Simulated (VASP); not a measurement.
# Li2S (Fm-3m) in VASP: notebook

Runs on Li2S. Level: PBE+D3(BJ). Tasks: single point.

All numbers are computed with VASP 6.6.1; they aren't measurements. Logs are shortened: lines on timing, memory, paths and dates and some standing lists are left out, and cuts for length are marked.

### 1 The cell of the first run

Symmetry: Fm-3m, No. 225, cubic system. The conventional cell has a = 5.670 Å, b = 5.670 Å, c = 5.670 Å, α = 90.00°, β = 90.00°, γ = 90.00°. Within 3.2 Å of Li (site symmetry -43m) lie 4 S at 2.46 Å and 6 Li at 2.84 Å. Within 3.2 Å of S (site symmetry m-3m) lie 8 Li at 2.46 Å.

### 2 Single point, PBE+D3(BJ)

Contents of INCAR:

```
PREC = Accurate
ENCUT = 750
EDIFF = 1E-6
ISMEAR = 0
SIGMA = 0.1
LREAL = False
LASPH = True
NELM = 120
ALGO = Normal
ISIF = 2
LWAVE = False
LCHARG = True
GGA = PE
IVDW = 12
LELF = True
LVHAR = True
NBANDS = 13
GGA_COMPAT = False
```

Contents of KPOINTS:

```
Automatic mesh
0
Gamma
  6 6 6
```

Contents of POSCAR:

```
Li2S
1.0
    0.0000000000      2.8351678400      2.8351678400
    2.8351678400      0.0000000000      2.8351678400
    2.8351678400      2.8351678400      0.0000000000
Li S
2 1
Direct
    0.7500000000      0.7500000000      0.7500000000
    0.2500000000      0.2500000000      0.2500000000
    0.0000000000      0.0000000000      0.0000000000
```

Potentials or basis: VASP PAW PBE potentials, release 64 (Li_sv, S).

Run with:

```
$ cat potpaw_PBE.64/Li_sv/POTCAR potpaw_PBE.64/S/POTCAR > POTCAR
$ mpirun -np 1 vasp_std > vasp.out
```

OUTCAR:

```text
PREC = Accurate
   ENCUT = 750
   EDIFF = 1E-6
   ISMEAR = 0
   LREAL = False
   LASPH = True
   NELM = 120
   ISIF = 2
   GGA = PE
   IVDW = 12
 IVDW          = 12

 ion  position               nearest neighbor table
   1  0.750  0.750  0.750-   3 2.46   3 2.46   3 2.46   3 2.46
   2  0.250  0.250  0.250-   3 2.46   3 2.46   3 2.46   3 2.46
   3  0.000  0.000  0.000-   1 2.46   1 2.46   2 2.46   2 2.46   2 2.46   2 2.46   1 2.46   1 2.46

  LATTYP: Found a face centered cubic cell.
 ALAT       =     5.6703356800

  Lattice vectors:

 A1 = (   0.0000000000,   2.8351678400,   2.8351678400)
 A2 = (   2.8351678400,   0.0000000000,   2.8351678400)
 A3 = (   2.8351678400,   2.8351678400,   0.0000000000)

Analysis of symmetry for initial positions (statically):
=====================================================================
 Subroutine PRICEL returns:
 Original cell was already a primitive cell.

 Routine SETGRP: Setting up the symmetry group for a
 face centered cubic supercell.

 Subroutine GETGRP returns: Found 48 space group operations
 (whereof 48 operations were pure point group operations)
 out of a pool of 48 trial point group operations.

The static configuration has the point symmetry O_h .

Analysis of symmetry for dynamics (positions and initial velocities):
=====================================================================
 Subroutine PRICEL returns:
 Original cell was already a primitive cell.

 Routine SETGRP: Setting up the symmetry group for a
 face centered cubic supercell.

 Subroutine GETGRP returns: Found 48 space group operations
 (whereof 48 operations were pure point group operations)
 out of a pool of 48 trial point group operations.

The dynamic configuration has the point symmetry O_h .

 Subroutine INISYM returns: Found 48 space group operations
 (whereof 48 operations are pure point group operations),
 and found     1 'primitive' translations

----------------------------------------------------------------------------------------

                                     Primitive cell

  volume of cell :      45.5792

  direct lattice vectors                    reciprocal lattice vectors
     0.000000000  2.835167840  2.835167840    -0.176356402  0.176356402  0.176356402
     2.835167840  0.000000000  2.835167840     0.176356402 -0.176356402  0.176356402
     2.835167840  2.835167840  0.000000000     0.176356402  0.176356402 -0.176356402

  length of vectors
     4.009532811  4.009532811  4.009532811     0.305458249  0.305458249  0.305458249

  position of ions in fractional coordinates (direct lattice)
     0.750000000  0.750000000  0.750000000
     0.250000000  0.250000000  0.250000000
     0.000000000  0.000000000  0.000000000

  ion indices of the primitive-cell ions
   primitive index   ion index
                 1           1
                 2           2
                 3           3

----------------------------------------------------------------------------------------

 KPOINTS: Automatic mesh

Automatic generation of k-mesh.
 Grid dimensions read from file:
 generate k-points for:    6    6    6

 Generating k-lattice:

  Cartesian coordinates                     Fractional coordinates (reciprocal lattice)
    -0.029392734  0.029392734  0.029392734     0.166666667  0.000000000  0.000000000
     0.029392734 -0.029392734  0.029392734     0.000000000  0.166666667  0.000000000
     0.029392734  0.029392734 -0.029392734     0.000000000  0.000000000  0.166666667

  Length of vectors
     0.050909708  0.050909708  0.050909708

  Shift w.r.t. Gamma in fractional coordinates (k-lattice)
     0.000000000  0.000000000  0.000000000

 Subroutine IBZKPT returns following result:
 ===========================================

 Found     16 irreducible k-points:

 Following reciprocal coordinates:
            Coordinates               Weight
  0.000000  0.000000  0.000000      1.000000
  0.166667  0.000000  0.000000      8.000000
  0.333333  0.000000  0.000000      8.000000
  0.500000  0.000000  0.000000      4.000000
  0.166667  0.166667  0.000000      6.000000
  0.333333  0.166667  0.000000     24.000000
[... 8 lines left out ...]
 -0.333333  0.333333  0.166667     24.000000
 -0.333333  0.500000  0.166667     12.000000
   k-points           NKPTS =     16   k-points in BZ     NKDIM =     16   number of bands    NBANDS=     13
   number of dos      NEDOS =    301   number of ions     NIONS =      3
   total plane-waves  NPLWV =  46656
   dimension x,y,z NGX =    36 NGY =   36 NGZ =   36
   dimension x,y,z NGXF=    72 NGYF=   72 NGZF=   72
   ions per type =               2   1
   NGX,Y,Z   is equivalent  to a cutoff of  14.93, 14.93, 14.93 a.u.
   NGXF,Y,Z  is equivalent  to a cutoff of  29.85, 29.85, 29.85 a.u.
 SYSTEM =  unknown system
   PREC   = accura    normal or accurate (medium, high low for compatibility)
   ISTART =      0    job   : 0-new  1-cont  2-samecut
   ICHARG =      2    charge: 1-file 2-atom 10-const
   ISPIN  =      1    spin polarized calculation?
   LNONCOLLINEAR =      F non collinear calculations
   LSORBIT =      F    spin-orbit coupling
   LASPH  =      T    aspherical Exc in radial PAW
   ENCUT  =  750.0 eV  55.12 Ry    7.42 a.u.   8.95  8.95  8.95*2*pi/ulx,y,z
   NELM   =    120;   NELMIN=  2; NELMDL= -5     # of ELM steps
   EDIFF  = 0.1E-05   stopping-criterion for ELM
   LREAL  =      F    real-space projection
   EDIFFG = 0.1E-04   stopping-criterion for IOM
   NSW    =      0    number of steps for IOM
   IBRION =     -1    ionic relax: 0-MD 1-quasi-New 2-CG
   NFREE  =      0    steps in history (QN), initial steepest desc. (CG)
   ISIF   =      2    stress and relaxation
   ISYM   =      2    0-nonsym 1-usesym 2-fastsym
   POTIM  = 0.5000    time-step for ionic-motion
   TEBEG  =    0.0;   TEEND  =   0.0 temperature during run
   PSTRESS=    0.0 pullay stress
   NELECT =      12.0000    total number of electrons
   NUPDOWN=      -1.0000    fix difference up-down
   EMIN   =  10.00;   EMAX   =-10.00  energy-range for DOS
   EFERMI =   0.00;   METHOD = LEGACY
   ISMEAR =     0;   SIGMA  =   0.10  broadening in eV -4-tet -1-fermi 0-gaus
   EFERMI_NEDOS =   21; number of points for ismear=-14 and -15
   IALGO  =     38    algorithm
   IMIX   =      4    mixing-type and parameters
     AMIX     =   0.40;   BMIX     =  1.00
     AMIX_MAG =   1.60;   BMIX_MAG =  1.00
  volume/ion in A,a.u.               =      15.19       102.53
  Fermi-wavevector in a.u.,A,eV,Ry     =   1.049252  1.982799 14.979059  1.100930
  Thomas-Fermi vector in A             =   2.184207
   LORBIT       =      0    0 simple, 1 ext, 2 COOP (PROOUT), +10 PAW based schemes
   GGA     = PE    functional components
   LHFCALC =     F    Hartree Fock is set to
   AEXX    =    0.0000 exact exchange contribution
   IVDW    =    12    specifies the selected vdW correction
   LEPSILON=     F    determine dielectric tensor
   LRPA    =     F    only Hartree local field effects (RPA)
 non-spin polarized calculation
 Gauss-broadening in eV      SIGMA  =   0.10
  energy-cutoff  :      750.00
  volume of cell :       45.58
 maximum number of plane-waves:      2158
   NGX = 17   NGY = 17   NGZ = 17

 number of electron      11.9999997 magnetization

 Free energy of the ion-electron system (eV)
  ---------------------------------------------------
  ext. energy  EPLUGINS =         0.00000000
  ---------------------------------------------------
  free energy    TOTEN  =       -11.99289884 eV

  energy without entropy =      -11.99289884  energy(sigma->0) =      -11.99289884

 E-fermi :   2.0739     XC(G=0):  -8.5628

 val. band max:        1.5529651019   @ k =   0.0000   0.0000   0.0000
 cond. band min:       4.9333087509   @ k =   0.5000   0.5000   0.0000
 fundamental gap:      3.3803436490
 Fermi energy:         2.0738726097

 k-point     1 :       0.0000    0.0000    0.0000
  band No.  band energies     occupation
      1     -42.5911      2.00000
      2     -42.5460      2.00000
      3      -9.5109      2.00000
      4       1.5530      2.00000
      5       1.5530      2.00000
      6       1.5530      2.00000
      7       5.8972      0.00000
      8       7.7899      0.00000
      9       7.7899      0.00000
     10       7.7899      0.00000
     11      12.7709      0.00000
     12      12.7709      0.00000
     13      14.0553      0.00000

 k-point     2 :       0.1667    0.0000    0.0000
  band No.  band energies     occupation
      1     -42.5878      2.00000
      2     -42.5488      2.00000
      3      -9.4105      2.00000
      4       0.5861      2.00000
      5       1.4032      2.00000
      6       1.4032      2.00000
      7       6.5573      0.00000
      8       8.1685      0.00000
      9       8.1685      0.00000
     10       8.4141      0.00000
     11      11.5378      0.00000
     12      11.5378      0.00000
     13      14.3257      0.00000

 k-point     3 :       0.3333    0.0000    0.0000
  band No.  band energies     occupation
      1     -42.5791      2.00000
      2     -42.5566      2.00000
      3      -9.1891      2.00000
      4      -0.7968      2.00000
      5       1.1471      2.00000
      6       1.1471      2.00000
      7       7.3614      0.00000
      8       8.3185      0.00000
      9       8.3185      0.00000
     10       9.5656      0.00000
     11      12.0284      0.00000
     12      12.0284      0.00000
     13      15.0486      0.00000

 k-point     4 :       0.5000    0.0000    0.0000
  band No.  band energies     occupation
      1     -42.5677      2.00000
      2     -42.5676      2.00000
      3      -9.0658      2.00000
      4      -1.3693      2.00000
      5       1.0354      2.00000
      6       1.0354      2.00000
      7       7.7250      0.00000
      8       8.1364      0.00000
      9       8.1364      0.00000
     10      10.0398      0.00000
     11      14.4589      0.00000
     12      14.4589      0.00000
     13      14.6513      0.00000

 k-point     5 :       0.1667    0.1667    0.0000
  band No.  band energies     occupation
      1     -42.5870      2.00000
      2     -42.5495      2.00000
      3      -9.3780      2.00000
      4       0.7732      2.00000
      5       1.1019      2.00000
      6       1.1019      2.00000
      7       6.6234      0.00000
      8       8.0017      0.00000
      9       8.6572      0.00000
     10       8.6572      0.00000
     11      10.4130      0.00000
     12      13.2193      0.00000
     13      15.0203      0.00000
[... 129 lines left out ...]
 k-point    14 :       0.5000    0.3333    0.1667
  band No.  band energies     occupation
      1     -42.5751      2.00000
      2     -42.5601      2.00000
      3      -9.0436      2.00000
      4      -0.6571      2.00000
      5       0.1441      2.00000
      6       0.6288      2.00000
      7       6.9079      0.00000
      8       8.7469      0.00000
      9       9.2961      0.00000
     10      10.9083      0.00000
     11      11.4854      0.00000
     12      14.0321      0.00000
     13      15.6555      0.00000

 k-point    15 :      -0.3333    0.3333    0.1667
  band No.  band energies     occupation
      1     -42.5675      2.00000
      2     -42.5675      2.00000
      3      -8.9611      2.00000
      4      -0.8445      2.00000
      5      -0.0204      2.00000
      6       0.3553      2.00000
      7       7.2201      0.00000
      8       8.5064      0.00000
      9      10.6030      0.00000
     10      11.1030      0.00000
     11      11.3687      0.00000
     12      13.3914      0.00000
     13      14.9565      0.00000

 k-point    16 :      -0.3333    0.5000    0.1667
  band No.  band energies     occupation
      1     -42.5711      2.00000
      2     -42.5637      2.00000
      3      -8.9277      2.00000
      4      -0.4791      2.00000
      5      -0.1626      2.00000
      6      -0.1081      2.00000
      7       6.2412      0.00000
      8       9.5320      0.00000
      9       9.9728      0.00000
     10      11.6905      0.00000
     11      13.1444      0.00000
     12      14.0765      0.00000
     13      14.2191      0.00000

------------------------ aborting loop because EDIFF is reached ----------------------------------------

 Edisp (eV)   -0.79980

 E8    (eV) :    -0.3148

  FORCE on cell =-STRESS in cart. coord.  units (eV):
  Direction    XX          YY          ZZ          XY          YZ          ZX
  --------------------------------------------------------------------------------------
  -------------------------------------------------------------------------------------
  Total      -0.67896    -0.67896    -0.67896    -0.00000    -0.00000     0.00000
  in kB     -23.86657   -23.86657   -23.86657    -0.00000    -0.00000     0.00000
  external pressure =      -23.87 kB  Pullay stress =        0.00 kB

 VOLUME and BASIS-vectors are now :
 -----------------------------------------------------------------------------
  energy-cutoff  :      750.00
  volume of cell :       45.58
      direct lattice vectors                 reciprocal lattice vectors
     0.000000000  2.835167840  2.835167840    -0.176356402  0.176356402  0.176356402
     2.835167840  0.000000000  2.835167840     0.176356402 -0.176356402  0.176356402
     2.835167840  2.835167840  0.000000000     0.176356402  0.176356402 -0.176356402

 POSITION                                       TOTAL-FORCE (eV/Angst)
 -----------------------------------------------------------------------------------
      4.25275      4.25275      4.25275         0.000000      0.000000      0.000000
      1.41758      1.41758      1.41758        -0.000000     -0.000000     -0.000000
      0.00000      0.00000      0.00000        -0.000000      0.000000     -0.000000
 -----------------------------------------------------------------------------------
    total drift:                                0.000000      0.000000      0.000000

  FREE ENERGIE OF THE ION-ELECTRON SYSTEM (eV)
  ---------------------------------------------------
  free  energy   TOTEN  =       -12.7926970906 eV

  energy  without entropy=      -12.7926970906  energy(sigma->0) =      -12.79269709
```

It took 16 s on 1 thread of AMD EPYC 7R43 (Zen 3), shared host; peak memory 0.17 GiB.

Results:

```yaml
Free_energy: -12.7927 eV
Pressure: -2.4 GPa
Band_gap_on_the_k_mesh: 3.38 eV (least direct gap 4.34 eV)
Dispersion_energy_per_atom: -0.267 eV
```

(Continued in part 2 of 2.)
